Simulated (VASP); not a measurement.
# SiNi3 (P-6m2) in VASP: a series of runs

The runs below take SiNi3 through relaxation of cell and atoms, with PBE.

Everything below comes from runs of VASP 6.6.1. Logs are shortened: lines on timing, memory, paths and dates and some standing lists are left out, and cuts for length are marked.

### Step 1. The cell of the first run

The structure is hexagonal, space group P-6m2 (No. 187). Conventional cell: a = 3.888 Å, b = 3.888 Å, c = 4.170 Å, α = 90.00°, β = 90.00°, γ = 120.00°. Si (site symmetry -6m2) has 5 Ni at 2.09 to 2.24 Å within 2.8 Å. Ni (site symmetry -6m2) has 3 Si at 2.24 Å within 3.0 Å. Within 2.8 Å of Ni (site symmetry -6m2) lie 2 Si at 2.09 Å and 3 Ni at 2.24 Å. Ni (site symmetry -6m2) has 3 Ni at 2.24 Å within 3.0 Å.

### Step 2. Relaxation of cell and atoms, PBE, collinear spin, ferromagnetic start

INCAR reads:

```
SYSTEM = SiNi3
PREC = Accurate
ENCUT = 600
EDIFF = 1E-7
ISMEAR = 0
SIGMA = 0.1
LREAL = .FALSE.
LASPH = .TRUE.
NELM = 150
ALGO = Normal
ISIF = 3
LWAVE = .FALSE.
LCHARG = .FALSE.
ISPIN = 2
MAGMOM = 0 2 2 2
LORBIT = 11
LMAXMIX = 4
GGA = PE
IBRION = 2
NSW = 90
EDIFFG = -0.04
```

KPOINTS reads:

```
regular mesh
0
G
  6 6 4
  0 0 0
```

POSCAR reads:

```
SiNi3
1.0
    3.8875483000      0.0000000000      0.0000000000
   -1.9437741500      3.3667155900      0.0000000000
    0.0000000000      0.0000000000      4.1700783200
Si Ni
1 3
Direct
    0.0000000000      0.0000000000      0.0000000000
    0.6666666700      0.3333333300      0.0000000000
    0.0000000000      0.0000000000      0.5000000000
    0.3333333300      0.6666666700      0.5000000000
```

Potentials or basis: VASP PAW PBE potentials, release 64 (Si, Ni).

On the command line:

```sh
$ cat potpaw_PBE.64/Si/POTCAR potpaw_PBE.64/Ni/POTCAR > POTCAR
$ mpirun -np 1 vasp_std > vasp.out
```

OUTCAR:

```text
SYSTEM = SiNi3
   PREC = Accurate
   ENCUT = 600
   EDIFF = 1E-7
   ISMEAR = 0
   LREAL = .FALSE.
   LASPH = .TRUE.
   NELM = 150
   ISIF = 3
   ISPIN = 2
   LORBIT = 11
   GGA = PE
   IBRION = 2
   NSW = 90
   EDIFFG = -0.04

 ion  position               nearest neighbor table
   1  0.000  0.000  0.000-   3 2.09   3 2.09   2 2.24   2 2.24   2 2.24   4 3.06   4 3.06   4 3.06
                             4 3.06   4 3.06   4 3.06
   2  0.667  0.333  0.000-   1 2.24   1 2.24   1 2.24   3 3.06   3 3.06   4 3.06   4 3.06   4 3.06
                             4 3.06   3 3.06   3 3.06   3 3.06   3 3.06   4 3.06   4 3.06
   3  0.000  0.000  0.500-   1 2.09   1 2.09   4 2.24   4 2.24   4 2.24   2 3.06   2 3.06   2 3.06
                             2 3.06   2 3.06   2 3.06
   4  0.333  0.667  0.500-   3 2.24   3 2.24   3 2.24   1 3.06   1 3.06   2 3.06   2 3.06   2 3.06
                             2 3.06   1 3.06   1 3.06   1 3.06   1 3.06   2 3.06   2 3.06

  LATTYP: Found a hexagonal cell.
 ALAT       =     3.8875483000
 C/A-ratio  =     1.0726756295

  Lattice vectors:

 A1 = (   3.8875483000,   0.0000000000,   0.0000000000)
 A2 = (  -1.9437741500,   3.3667155900,   0.0000000000)
 A3 = (   0.0000000000,   0.0000000000,   4.1700783200)

Analysis of symmetry for initial positions (statically):
=====================================================================
 Subroutine PRICEL returns:
 Original cell was already a primitive cell.

 Routine SETGRP: Setting up the symmetry group for a
 hexagonal supercell.

 Subroutine GETGRP returns: Found 12 space group operations
 (whereof 12 operations were pure point group operations)
 out of a pool of 24 trial point group operations.

The static configuration has the point symmetry D_3h.

Analysis of symmetry for dynamics (positions and initial velocities):
=====================================================================
 Subroutine PRICEL returns:
 Original cell was already a primitive cell.

 Routine SETGRP: Setting up the symmetry group for a
 hexagonal supercell.

 Subroutine GETGRP returns: Found 12 space group operations
 (whereof 12 operations were pure point group operations)
 out of a pool of 24 trial point group operations.

The dynamic configuration has the point symmetry D_3h.

Analysis of structural, dynamic, and magnetic symmetry:
=====================================================================
 Subroutine PRICEL returns:
 Original cell was already a primitive cell.

 Routine SETGRP: Setting up the symmetry group for a
 hexagonal supercell.

 Subroutine GETGRP returns: Found 12 space group operations
 (whereof 12 operations were pure point group operations)
 out of a pool of 24 trial point group operations.

The overall configuration has the point symmetry D_3h.

 Subroutine INISYM returns: Found 12 space group operations
 (whereof 12 operations are pure point group operations),
 and found     1 'primitive' translations

----------------------------------------------------------------------------------------

                                     Primitive cell

  volume of cell :      54.5791

  direct lattice vectors                    reciprocal lattice vectors
     3.887548300  0.000000000  0.000000000     0.257231531  0.148512693  0.000000000
    -1.943774150  3.366715590  0.000000000     0.000000000  0.297025387  0.000000000
     0.000000000  0.000000000  4.170078320     0.000000000  0.000000000  0.239803650

  length of vectors
     3.887548300  3.887548303  4.170078320     0.297025387  0.297025387  0.239803650

  position of ions in fractional coordinates (direct lattice)
     0.000000000  0.000000000  0.000000000
     0.666666670  0.333333330  0.000000000
     0.000000000  0.000000000  0.500000000
     0.333333330  0.666666670  0.500000000

  ion indices of the primitive-cell ions
   primitive index   ion index
                 1           1
                 2           2
                 3           3
                 4           4

----------------------------------------------------------------------------------------

 KPOINTS: regular mesh

Automatic generation of k-mesh.
 Grid dimensions read from file:
 generate k-points for:    6    6    4

 Generating k-lattice:

  Cartesian coordinates                     Fractional coordinates (reciprocal lattice)
     0.042871922  0.024752116  0.000000000     0.166666667  0.000000000  0.000000000
     0.000000000  0.049504231  0.000000000     0.000000000  0.166666667  0.000000000
     0.000000000  0.000000000  0.059950912     0.000000000  0.000000000  0.250000000

  Length of vectors
     0.049504231  0.049504231  0.059950912

  Shift w.r.t. Gamma in fractional coordinates (k-lattice)
     0.000000000  0.000000000  0.000000000

 Subroutine IBZKPT returns following result:
 ===========================================

 Found     21 irreducible k-points:

 Following reciprocal coordinates:
            Coordinates               Weight
  0.000000  0.000000  0.000000      1.000000
  0.166667  0.000000  0.000000      6.000000
  0.333333  0.000000  0.000000      6.000000
  0.500000  0.000000  0.000000      3.000000
  0.166667  0.166667  0.000000      6.000000
  0.333333  0.166667  0.000000     12.000000
[... 13 lines left out ...]
  0.333333  0.166667  0.500000     12.000000
  0.333333  0.333333  0.500000      2.000000
   k-points           NKPTS =     21   k-points in BZ     NKDIM =     21   number of bands    NBANDS=     24
   number of dos      NEDOS =    301   number of ions     NIONS =      4
   total plane-waves  NPLWV =  36864
   dimension x,y,z NGX =    32 NGY =   32 NGZ =   36
   dimension x,y,z NGXF=    64 NGYF=   64 NGZF=   72
   ions per type =               1   3
   NGX,Y,Z   is equivalent  to a cutoff of  13.68, 13.68, 14.35 a.u.
   NGXF,Y,Z  is equivalent  to a cutoff of  27.37, 27.37, 28.70 a.u.
 SYSTEM =  SiNi3
   PREC   = accura    normal or accurate (medium, high low for compatibility)
   ISTART =      0    job   : 0-new  1-cont  2-samecut
   ICHARG =      2    charge: 1-file 2-atom 10-const
   ISPIN  =      2    spin polarized calculation?
   LNONCOLLINEAR =      F non collinear calculations
   LSORBIT =      F    spin-orbit coupling
   LASPH  =      T    aspherical Exc in radial PAW
   ENCUT  =  600.0 eV  44.10 Ry    6.64 a.u.   7.76  7.76  8.33*2*pi/ulx,y,z
   NELM   =    150;   NELMIN=  2; NELMDL= -5     # of ELM steps
   EDIFF  = 0.1E-06   stopping-criterion for ELM
   LREAL  =      F    real-space projection
   EDIFFG = -.4E-01   stopping-criterion for IOM
   NSW    =     90    number of steps for IOM
   IBRION =      2    ionic relax: 0-MD 1-quasi-New 2-CG
   NFREE  =      1    steps in history (QN), initial steepest desc. (CG)
   ISIF   =      3    stress and relaxation
   ISYM   =      2    0-nonsym 1-usesym 2-fastsym
   POTIM  = 0.5000    time-step for ionic-motion
   TEBEG  =    0.0;   TEEND  =   0.0 temperature during run
   PSTRESS=    0.0 pullay stress
   NELECT =      34.0000    total number of electrons
   NUPDOWN=      -1.0000    fix difference up-down
   EMIN   =  10.00;   EMAX   =-10.00  energy-range for DOS
   EFERMI =   0.00;   METHOD = LEGACY
   ISMEAR =     0;   SIGMA  =   0.10  broadening in eV -4-tet -1-fermi 0-gaus
   EFERMI_NEDOS =   21; number of points for ismear=-14 and -15
   IALGO  =     38    algorithm
   IMIX   =      4    mixing-type and parameters
     AMIX     =   0.40;   BMIX     =  1.00
     AMIX_MAG =   1.60;   BMIX_MAG =  1.00
  volume/ion in A,a.u.               =      13.64        92.08
  Fermi-wavevector in a.u.,A,eV,Ry     =   1.398167  2.642152 26.597627  1.954870
  Thomas-Fermi vector in A             =   2.521351
   LORBIT       =     11    0 simple, 1 ext, 2 COOP (PROOUT), +10 PAW based schemes
   GGA     = PE    functional components
   LHFCALC =     F    Hartree Fock is set to
   AEXX    =    0.0000 exact exchange contribution
   IVDW    =     0    specifies the selected vdW correction
   LEPSILON=     F    determine dielectric tensor
   LRPA    =     F    only Hartree local field effects (RPA)
 conjugate gradient relaxation of ions
 spin polarized calculation
 Gauss-broadening in eV      SIGMA  =   0.10
  energy-cutoff  :      600.00
  volume of cell :       54.58
 maximum number of plane-waves:      1859
 NGX is ok and might be reduce to    32
   NGX = 15   NGY = 15   NGZ = 17

--------------------------------------- Ionic step        1  -------------------------------------------

 number of electron      33.9999996 magnetization      -0.0000088

 number of electron      33.9999996 magnetization       0.0003712

 Free energy of the ion-electron system (eV)
  ---------------------------------------------------
  ext. energy  EPLUGINS =         0.00000000
  ---------------------------------------------------
  free energy    TOTEN  =       -20.48804865 eV

  energy without entropy =      -20.47318281  energy(sigma->0) =      -20.48061573

------------------------ aborting loop because EDIFF is reached ----------------------------------------

  FORCE on cell =-STRESS in cart. coord.  units (eV):
  Direction    XX          YY          ZZ          XY          YZ          ZX
  --------------------------------------------------------------------------------------
  -------------------------------------------------------------------------------------
  Total        0.6571843      0.6571843      1.1429910      0.0000000      0.0000000      0.0000000
  in kB       19.2917366     19.2917366     33.5526610      0.0000000      0.0000000      0.0000000
  external PRESSURE =      24.0453781 kB  Pullay stress =       0.0000000 kB
[... 61 lines left out ...]
  energy  without entropy=      -20.4782997996  energy(sigma->0) =      -20.48571722

--------------------------------------- Ionic step        3  -------------------------------------------

 number of electron      33.9999992 magnetization       0.0000002

 Free energy of the ion-electron system (eV)
  ---------------------------------------------------
  ext. energy  EPLUGINS =         0.00000000
  ---------------------------------------------------
  free energy    TOTEN  =       -20.49605223 eV

  energy without entropy =      -20.48119877  energy(sigma->0) =      -20.48862550

 E-fermi :   7.2515     XC(G=0): -11.5488

 val. band max:        7.2147013585   @ k =   0.5000   0.0000   0.0000
 cond. band min:       7.2894567959   @ k =   0.3333   0.1667   0.5000
 fundamental gap:      0.0747554374
 Fermi energy:         7.2515133283

 spin component 1

 k-point     1 :       0.0000    0.0000    0.0000
  band No.  band energies     occupation
      1      -3.1459      1.00000
      2       3.1486      1.00000
      3       3.9585      1.00000
      4       3.9585      1.00000
      5       4.6932      1.00000
      6       4.6932      1.00000
[... 556 lines left out ...]
     23      16.1605      0.00000
     24      16.9406      0.00000
 Fermi energy:         7.2515133283

 spin component 2

 k-point     1 :       0.0000    0.0000    0.0000
  band No.  band energies     occupation
      1      -3.1459      1.00000
      2       3.1486      1.00000
      3       3.9585      1.00000
      4       3.9585      1.00000
      5       4.6932      1.00000
      6       4.6932      1.00000
[... 587 lines left out ...]
  FREE ENERGIE OF THE ION-ELECTRON SYSTEM (eV)
  ---------------------------------------------------
  free  energy   TOTEN  =       -20.4960522326 eV

  energy  without entropy=      -20.4811987721  energy(sigma->0) =      -20.48862550

 reached required accuracy - stopping structural energy minimisation

 total charge

# of ion       s       p       d       tot
------------------------------------------
    1        0.806   0.884   0.000   1.690
    2        0.421   0.384   8.441   9.246
    3        0.554   0.556   8.488   9.598
    4        0.427   0.325   8.361   9.114
--------------------------------------------------
tot          2.209   2.149  25.290  29.648

 magnetization (x)

# of ion       s       p       d       tot
------------------------------------------
    1       -0.000  -0.000   0.000  -0.000
    2       -0.000  -0.000  -0.000  -0.000
    3       -0.000  -0.000   0.000   0.000
    4       -0.000  -0.000   0.000   0.000
--------------------------------------------------
tot         -0.000  -0.000   0.000   0.000
```

It took 3.5 min on 1 thread of Intel Xeon Platinum 8488C (Sapphire Rapids), shared host; peak memory 0.24 GiB.

What came out:

* Free energy: -20.4961 eV
* Relaxed volume: 13.90 Å³/atom
* Relaxed cell: a = 3.907 Å, b = 3.907 Å, c = 4.206 Å, α = 90.00°, β = 90.00°, γ = 120.00°
* Space group after relaxing (to 0.05 Å): P-6m2 (No. 187)
* Energy gained by relaxing: 2.0 meV/atom
* Ionic steps: 3
* Pressure after relaxing: 0.0 GPa
* Band gap on the k mesh: zero (filled and empty bands overlap)
* Net moment: 0.00 μB per cell
* Valence electrons inside the program's atomic spheres: Si 1.69; Ni 9.25, 9.60, 9.11

Step by step:
```
step  energy change (eV)  largest force (eV/Å)  pressure (GPa)  volume (Å³)
   1              0.0000                0.0000            2.40        54.58
   2             -0.0051                0.0000           -1.40        56.21
   3             -0.0080                0.0000           -0.03        55.59
```

Final structure:
```
Si Ni
1.0
     3.90661    0.00000    0.00000
    -1.95331    3.38323    0.00000
     0.00000    0.00000    4.20565
Si Ni
1 3
Direct
  0.00000 0.00000 0.00000
  0.66667 0.33333 0.00000
  0.00000 0.00000 0.50000
  0.33333 0.66667 0.50000
```

Caveat: the k points lie up to 0.37 Å⁻¹ apart in the final cell; the starting moments collapsed, and a magnetic state may lie lower.

### Step 3. Relaxation of cell and atoms, PBE

This run uses another cell than the first one, of 13.89 Å³/atom, 1.018 times its volume.

INCAR reads:

```
ALGO = Fast
EDIFF = 1E-6
EDIFFG = -0.01
ENCUT = 600
GGA = PE
IBRION = 2
ISIF = 3
ISMEAR = 0
LASPH = T
LCHARG = F
LREAL = F
LWAVE = F
NELM = 100
NSW = 100
PREC = Accurate
SIGMA = 0.1
```

KPOINTS reads:

```
k-points
0
Gamma
  12 12 12
```

POSCAR reads:

```
SiNi3
1.0
    3.9045668656      0.0000000000      0.0000000000
   -1.9522834328      3.3814540964      0.0000000000
    0.0000000000      0.0000000000      4.2068712172
Si Ni
1 3
Direct
    0.0000000000      0.0000000000      0.0000000000
    0.6666666667      0.3333333333      0.0000000000
    0.0000000000      0.0000000000      0.5000000000
    0.3333333333      0.6666666667      0.5000000000
```

Potentials or basis: VASP PAW PBE potentials, release 64 (Si, Ni).

On the command line:

```sh
$ cat potpaw_PBE.64/Si/POTCAR potpaw_PBE.64/Ni/POTCAR > POTCAR
$ mpirun -np 1 vasp_std > vasp.out
```

Run time: 4.8 min. Hardware: 1 thread of Intel Xeon Platinum 8488C (Sapphire Rapids), shared host; peak memory 0.31 GiB.

Results (log left out):

```yaml
Free_energy: -20.4903 eV
Relaxed_volume: 13.90 Å³/atom
Relaxed_cell: a = 3.909 Å, b = 3.909 Å, c = 4.203 Å, α = 90.00°, β = 90.00°, γ = 120.00°
Space_group_after_relaxing_to_0.05_Å: P-6m2 (No. 187)
Energy_gained_by_relaxing: 0.0 meV/atom
Ionic_steps: 3
Pressure_after_relaxing: 0.0 GPa
Band_gap_on_the_k_mesh: zero (band 17 reaches 7.59 eV, above the bottom of band 18 at 7.18 eV)
```

The path:
```tsv
step	energy change (eV)	largest force (eV/Å)	pressure (GPa)	volume (Å³)
1	0.0000	0.0000	0.11	55.54
2	-0.0002	0.0000	-0.05	55.62
3	-0.0002	0.0000	0.00	55.60
```

Final structure:
```
Si Ni
1.0
     3.90852    0.00000    0.00000
    -1.95426    3.38487    0.00000
     0.00000    0.00000    4.20268
Si Ni
1 3
Direct
  0.00000 0.00000 0.00000
  0.66667 0.33333 0.00000
  0.00000 0.00000 0.50000
  0.33333 0.66667 0.50000
```

Levels at points of the mesh, in eV from the Fermi level:
| k point | band 14 | band 15 | band 16 | band 17 | band 18 | band 19 | band 20 | band 21 |
| --- | --- | --- | --- | --- | --- | --- | --- | --- |
| (0.00, 0.00, 0.00) | -1.66 | -0.97 | -0.50 | -0.50 | 2.41 | 2.86 | 2.86 | 5.51 |
| (0.50, 0.00, 0.00) | -0.83 | -0.53 | -0.52 | -0.41 | -0.03 | 1.30 | 3.58 | 3.90 |
| (0.00, 0.00, 0.50) | -0.99 | -0.89 | -0.89 | -0.68 | 3.71 | 3.71 | 4.82 | 6.35 |
| (0.50, 0.00, 0.50) | -0.76 | -0.54 | -0.46 | -0.45 | -0.05 | 0.74 | 1.85 | 4.08 |
